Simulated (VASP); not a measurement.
# C in VASP: a series of runs

The runs below take C through single point, with PBE.

Everything below comes from runs of VASP 6.6.1. Logs are shortened: lines on timing, memory, paths and dates and some standing lists are left out, and cuts for length are marked.

## 1. The cell of the first run

The structure is tetragonal, space group I4_1/amd (No. 141). The conventional cell has a = 2.522 Å, b = 2.522 Å, c = 3.638 Å, α = 90.00°, β = 90.00°, γ = 90.00°. C (site symmetry -4m2) has 4 C at 1.55 Å within 2.1 Å.

## 2. Single point, PBE

File INCAR:

```
SYSTEM = C
PREC = Accurate
ENCUT = 520
EDIFF = 1E-6
ISMEAR = -1
SIGMA = 0.05
LREAL = .FALSE.
LASPH = .TRUE.
NELM = 100
ALGO = Normal
ISIF = 2
LWAVE = .FALSE.
LCHARG = .TRUE.
GGA = PE
LELF = .TRUE.
LVHAR = .TRUE.
NBANDS = 11
```

File KPOINTS:

```
Automatic mesh
0
G
  11 11 11
  0 0 0
```

File POSCAR:

```
C
1.0
    0.0000000000      1.7833700000      1.8190374000
    1.7833700000      0.0000000000      1.8190374000
    1.7833700000      1.7833700000      0.0000000000
C
2
Direct
    0.7500000000      0.7500000000      0.7500000000
    0.5000000000      0.5000000000      0.5000000000
```

Potentials or basis: VASP PAW PBE potentials, release 64 (C).

Run with:

```
$ cat potpaw_PBE.64/C/POTCAR > POTCAR
$ mpirun -np 1 vasp_std > vasp.out
```

OUTCAR:

```text
SYSTEM = C
   PREC = Accurate
   ENCUT = 520
   EDIFF = 1E-6
   ISMEAR = -1
   LREAL = .FALSE.
   LASPH = .TRUE.
   NELM = 100
   ISIF = 2
   GGA = PE

 ion  position               nearest neighbor table
   1  0.750  0.750  0.750-   2 1.55   2 1.55   2 1.55   2 1.55
   2  0.500  0.500  0.500-   1 1.55   1 1.55   1 1.55   1 1.55

  LATTYP: Found a body centered tetragonal cell.
 ALAT       =     2.5220660407
 C/A-ratio  =     1.4424978336

  Lattice vectors:

 A1 = (  -1.7833700000,   0.0000000000,   1.8190374000)
 A2 = (   1.7833700000,   0.0000000000,   1.8190374000)
 A3 = (   0.0000000000,   1.7833700000,  -1.8190374000)

Analysis of symmetry for initial positions (statically):
=====================================================================
 Subroutine PRICEL returns:
 Original cell was already a primitive cell.

 Routine SETGRP: Setting up the symmetry group for a
 body centered tetragonal supercell.

 Subroutine GETGRP returns: Found 16 space group operations
 (whereof  8 operations were pure point group operations)
 out of a pool of 16 trial point group operations.

The static configuration has the point symmetry D_2d.
 The point group associated with its full space group is D_4h.

Analysis of symmetry for dynamics (positions and initial velocities):
=====================================================================
 Subroutine PRICEL returns:
 Original cell was already a primitive cell.

 Routine SETGRP: Setting up the symmetry group for a
 body centered tetragonal supercell.

 Subroutine GETGRP returns: Found 16 space group operations
 (whereof  8 operations were pure point group operations)
 out of a pool of 16 trial point group operations.

The dynamic configuration has the point symmetry D_2d.
 The point group associated with its full space group is D_4h.

 Subroutine INISYM returns: Found 16 space group operations
 (whereof  8 operations are pure point group operations),
 and found     1 'primitive' translations

----------------------------------------------------------------------------------------

                                     Primitive cell

  volume of cell :      11.5706

  direct lattice vectors                    reciprocal lattice vectors
     0.000000000  1.783370000  1.819037400    -0.280368067  0.280368067  0.274870654
     1.783370000  0.000000000  1.819037400     0.280368067 -0.280368067  0.274870654
     1.783370000  1.783370000  0.000000000     0.280368067  0.280368067 -0.274870654

  length of vectors
     2.547411553  2.547411553  2.522066041     0.482458685  0.482458685  0.482458685

  position of ions in fractional coordinates (direct lattice)
     0.750000000  0.750000000  0.750000000
     0.500000000  0.500000000  0.500000000

  ion indices of the primitive-cell ions
   primitive index   ion index
                 1           1
                 2           2

----------------------------------------------------------------------------------------

 KPOINTS: Automatic mesh

Automatic generation of k-mesh.
 Grid dimensions read from file:
 generate k-points for:   11   11   11

 Generating k-lattice:

  Cartesian coordinates                     Fractional coordinates (reciprocal lattice)
    -0.025488006  0.025488006  0.024988241     0.090909091 -0.000000000  0.000000000
     0.025488006 -0.025488006  0.024988241    -0.000000000  0.090909091  0.000000000
     0.025488006  0.025488006 -0.024988241     0.000000000  0.000000000  0.090909091

  Length of vectors
     0.043859880  0.043859880  0.043859880

  Shift w.r.t. Gamma in fractional coordinates (k-lattice)
     0.000000000  0.000000000  0.000000000

 Subroutine IBZKPT returns following result:
 ===========================================

 Found    126 irreducible k-points:

 Following reciprocal coordinates:
            Coordinates               Weight
  0.000000  0.000000  0.000000      1.000000
  0.090909  0.000000  0.000000      8.000000
  0.181818  0.000000  0.000000      8.000000
  0.272727  0.000000  0.000000      8.000000
  0.363636  0.000000  0.000000      8.000000
  0.454545 -0.000000  0.000000      8.000000
[... 16 lines left out ...]
 -0.272727  0.181818  0.000000      8.000000
 -0.181818  0.181818  0.000000      4.000000
 [... further k-points ...]
   k-points           NKPTS =    126   k-points in BZ     NKDIM =    126   number of bands    NBANDS=     11
   number of dos      NEDOS =    301   number of ions     NIONS =      2
   total plane-waves  NPLWV =   8000
   dimension x,y,z NGX =    20 NGY =   20 NGZ =   20
   dimension x,y,z NGXF=    40 NGYF=   40 NGZF=   40
   ions per type =               2
   NGX,Y,Z   is equivalent  to a cutoff of  13.05, 13.05, 13.18 a.u.
   NGXF,Y,Z  is equivalent  to a cutoff of  26.10, 26.10, 26.37 a.u.
 SYSTEM =  C
   PREC   = accura    normal or accurate (medium, high low for compatibility)
   ISTART =      0    job   : 0-new  1-cont  2-samecut
   ICHARG =      2    charge: 1-file 2-atom 10-const
   ISPIN  =      1    spin polarized calculation?
   LNONCOLLINEAR =      F non collinear calculations
   LSORBIT =      F    spin-orbit coupling
   LASPH  =      T    aspherical Exc in radial PAW
   ENCUT  =  520.0 eV  38.22 Ry    6.18 a.u.   4.74  4.74  4.69*2*pi/ulx,y,z
   NELM   =    100;   NELMIN=  2; NELMDL= -5     # of ELM steps
   EDIFF  = 0.1E-05   stopping-criterion for ELM
   LREAL  =      F    real-space projection
   EDIFFG = 0.1E-04   stopping-criterion for IOM
   NSW    =      0    number of steps for IOM
   IBRION =     -1    ionic relax: 0-MD 1-quasi-New 2-CG
   NFREE  =      0    steps in history (QN), initial steepest desc. (CG)
   ISIF   =      2    stress and relaxation
   ISYM   =      2    0-nonsym 1-usesym 2-fastsym
   POTIM  = 0.5000    time-step for ionic-motion
   TEBEG  =    0.0;   TEEND  =   0.0 temperature during run
   PSTRESS=    0.0 pullay stress
   NELECT =       8.0000    total number of electrons
   NUPDOWN=      -1.0000    fix difference up-down
   EMIN   =  10.00;   EMAX   =-10.00  energy-range for DOS
   EFERMI =   0.00;   METHOD = LEGACY
   ISMEAR =    -1;   SIGMA  =   0.05  broadening in eV -4-tet -1-fermi 0-gaus
   EFERMI_NEDOS =   21; number of points for ismear=-14 and -15
   IALGO  =     38    algorithm
   IMIX   =      4    mixing-type and parameters
     AMIX     =   0.40;   BMIX     =  1.00
     AMIX_MAG =   1.60;   BMIX_MAG =  1.00
  volume/ion in A,a.u.               =       5.79        39.04
  Fermi-wavevector in a.u.,A,eV,Ry     =   1.447616  2.735597 28.512253  2.095592
  Thomas-Fermi vector in A             =   2.565550
   LORBIT       =      0    0 simple, 1 ext, 2 COOP (PROOUT), +10 PAW based schemes
   GGA     = PE    functional components
   LHFCALC =     F    Hartree Fock is set to
   AEXX    =    0.0000 exact exchange contribution
   IVDW    =     0    specifies the selected vdW correction
   LEPSILON=     F    determine dielectric tensor
   LRPA    =     F    only Hartree local field effects (RPA)
 non-spin polarized calculation
  energy-cutoff  :      520.00
  volume of cell :       11.57
 maximum number of plane-waves:       331
   NGX =  9   NGY =  9   NGZ =  9

 number of electron       8.0000000 magnetization

 Free energy of the ion-electron system (eV)
  ---------------------------------------------------
  ext. energy  EPLUGINS =         0.00000000
  ---------------------------------------------------
  free energy    TOTEN  =       -18.17424934 eV

  energy without entropy =      -18.17424934  energy(sigma->0) =      -18.17424934

 E-fermi :  10.4786     XC(G=0): -13.1523

 val. band max:        9.5463870011   @ k =   0.0000   0.0000   0.0000
 cond. band min:      13.3797021599   @ k =   0.3636   0.0000   0.3636
 fundamental gap:      3.8333151588
 Fermi energy:        10.4786432336

 k-point     1 :       0.0000    0.0000    0.0000
  band No.  band energies     occupation
      1     -11.7667      2.00000
      2       9.2456      2.00000
      3       9.5464      2.00000
      4       9.5464      2.00000
      5      14.9043      0.00000
      6      14.9043      0.00000
      7      15.1474      0.00000
      8      22.3199      0.00000
      9      28.4928      0.00000
     10      35.2015      0.00000
     11      36.0794      0.00000

 k-point     2 :       0.0909    0.0000    0.0000
  band No.  band energies     occupation
      1     -11.5409      2.00000
      2       8.0292      2.00000
      3       8.9862      2.00000
      4       9.1833      2.00000
      5      15.3948      0.00000
      6      15.4708      0.00000
      7      15.8468      0.00000
      8      22.5340      0.00000
      9      28.8659      0.00000
     10      33.0541      0.00000
     11      33.8603      0.00000

 k-point     3 :       0.1818    0.0000    0.0000
  band No.  band energies     occupation
      1     -10.8669      2.00000
      2       5.2433      2.00000
      3       8.1895      2.00000
      4       8.4330      2.00000
      5      16.4191      0.00000
      6      16.4196      0.00000
      7      16.9657      0.00000
      8      23.1450      0.00000
      9      29.5788      0.00000
     10      31.6416      0.00000
     11      32.1965      0.00000

 k-point     4 :       0.2727    0.0000    0.0000
  band No.  band energies     occupation
      1      -9.7578      2.00000
      2       2.1874      2.00000
      3       7.4183      2.00000
      4       7.7077      2.00000
      5      17.1284      0.00000
      6      17.3124      0.00000
      7      17.7215      0.00000
      8      23.9617      0.00000
      9      29.9326      0.00000
     10      31.6715      0.00000
     11      31.9246      0.00000

 k-point     5 :       0.3636    0.0000    0.0000
  band No.  band energies     occupation
      1      -8.2520      2.00000
      2      -0.7309      2.00000
      3       6.8522      2.00000
      4       7.1803      2.00000
      5      17.4262      0.00000
      6      17.7651      0.00000
      7      18.1120      0.00000
      8      24.6311      0.00000
      9      30.2423      0.00000
     10      33.0229      0.00000
     11      33.0357      0.00000
[... 211 lines left out ...]
 k-point    21 :      -0.4545    0.1818    0.0000
  band No.  band energies     occupation
      1      -5.4839      2.00000
      2      -2.9235      2.00000
      3       3.6871      2.00000
      4       5.7513      2.00000
      5      16.7677      0.00000
      6      20.1626      0.00000
      7      20.6174      0.00000
      8      24.2090      0.00000
      9      28.6589      0.00000
     10      33.2729      0.00000
     11      34.6680      0.00000

 k-point    22 :      -0.3636    0.1818    0.0000
  band No.  band energies     occupation
      1      -6.3202      2.00000
      2      -1.8617      2.00000
      3       3.3204      2.00000
      4       6.3330      2.00000
      5      17.3463      0.00000
      6      19.4553      0.00000
      7      20.4900      0.00000
      8      24.4098      0.00000
      9      28.7592      0.00000
     10      31.9686      0.00000
     11      33.8409      0.00000

 k-point    23 :      -0.2727    0.1818    0.0000
  band No.  band energies     occupation
      1      -7.9846      2.00000
      2       0.6679      2.00000
      3       3.3442      2.00000
      4       7.1440      2.00000
      5      17.9590      0.00000
      6      18.4726      0.00000
      7      20.0520      0.00000
      8      23.2260      0.00000
      9      29.8869      0.00000
     10      30.0795      0.00000
     11      33.6963      0.00000

 k-point    24 :      -0.1818    0.1818    0.0000
  band No.  band energies     occupation
      1      -9.3600      2.00000
      2       3.1734      2.00000
      3       4.0369      2.00000
      4       8.0070      2.00000
      5      17.2923      0.00000
      6      18.2550      0.00000
      7      18.8812      0.00000
      8      22.7635      0.00000
      9      29.5246      0.00000
     10      30.3958      0.00000
     11      33.0583      0.00000

 [... further k-points ...]
[... 5 lines left out ...]
  --------------------------------------------------------------------------------------
  -------------------------------------------------------------------------------------
  Total        0.0093183      0.0093183     -1.3190075      0.0000000      0.0000000     -0.0000000
  in kB        1.2903086      1.2903086   -182.6431199      0.0000000      0.0000000     -0.0000000
  external PRESSURE =     -60.0208342 kB  Pullay stress =       0.0000000 kB

 VOLUME and BASIS-vectors are now :
 -----------------------------------------------------------------------------
  energy-cutoff  :      520.00
  volume of cell :       11.57
      direct lattice vectors                 reciprocal lattice vectors
     0.000000000  1.783370000  1.819037400    -0.280368067  0.280368067  0.274870654
     1.783370000  0.000000000  1.819037400     0.280368067 -0.280368067  0.274870654
     1.783370000  1.783370000  0.000000000     0.280368067  0.280368067 -0.274870654

 POSITION                                       TOTAL-FORCE (eV/Angst)
 -----------------------------------------------------------------------------------
      2.67505      2.67505      2.72856        -0.000000     -0.000000      0.000000
      1.78337      1.78337      1.81904         0.000000      0.000000     -0.000000
 -----------------------------------------------------------------------------------
    total drift:                                0.000000     -0.000000      0.000000

  FREE ENERGIE OF THE ION-ELECTRON SYSTEM (eV)
  ---------------------------------------------------
  free  energy   TOTEN  =       -18.1742493442 eV

  energy  without entropy=      -18.1742493442  energy(sigma->0) =      -18.17424934
```

Run time: 8.2 s. Hardware: 1 thread of Intel Xeon Platinum 8488C (Sapphire Rapids), shared host; peak memory 0.12 GiB.

What came out:

- Free energy: -18.1742 eV
- Pressure: -6.0 GPa
- Band gap on the k mesh: 3.83 eV, indirect (least direct gap 5.36 eV)

Levels at points of the mesh, in eV from the valence-band top:
```
           k point  band 2  band 3  band 4  band 5  band 6  band 7
(0.00, 0.00, 0.00)   -0.30    0.00    0.00    5.36    5.36    5.60
```

A k mesh can miss the band edges.

[end of part 1 of 2]
